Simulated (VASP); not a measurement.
Set up this calculation in VASP 6.6.1, as the native input.

```
Task                   : single point
Functional             : PBE
Potentials or basis    : VASP PAW PBE potentials, release 64 (Mg, O)
Cutoff                 : 600 eV
k mesh                 : 9 × 9 × 9
Occupations            : fermi-dirac, width 0.05 eV
Spin                   : no spin polarisation
Dipole correction      : no
Further INCAR settings : ALGO = Normal; EDIFF = 1e-06; NBANDS = 11
```

The structure of MgO lies in POSCAR:

```
MgO
1.0
    0.0000000000      2.2056000000      2.2056000000
    2.2056000000      0.0000000000      2.2056000000
    2.2056000000      2.2056000000      0.0000000000
Mg O
1 1
Direct
    0.0000000000      0.0000000000      0.0000000000
    0.5000000000      0.5000000000      0.5000000000
```

One way to write it, as run:

INCAR

```
SYSTEM = MgO
PREC = Accurate
ENCUT = 600
EDIFF = 1E-6
ISMEAR = -1
SIGMA = 0.05
LREAL = .False.
LASPH = .True.
NELM = 120
ALGO = Normal
ISIF = 2
LWAVE = .False.
LCHARG = .False.
GGA = PE
NBANDS = 11
GGA_COMPAT = .False.
```

KPOINTS

```
regular mesh
0
Gamma
  9 9 9
  0 0 0
```

Potentials or basis: VASP PAW PBE potentials, release 64 (Mg, O).

Launch:

```console
$ cat potpaw_PBE.64/Mg/POTCAR potpaw_PBE.64/O/POTCAR > POTCAR
$ mpirun -np 1 vasp_std > vasp.out
```

Results of the run:

```yaml
Pressure: -13.9 GPa
Band_gap_on_the_k_mesh: 3.49 eV, direct
```

It took 8.2 s on 1 thread of Intel(R) Xeon(R) 6975P-C (Granite Rapids), on a shared host, peak memory 0.15 GiB.
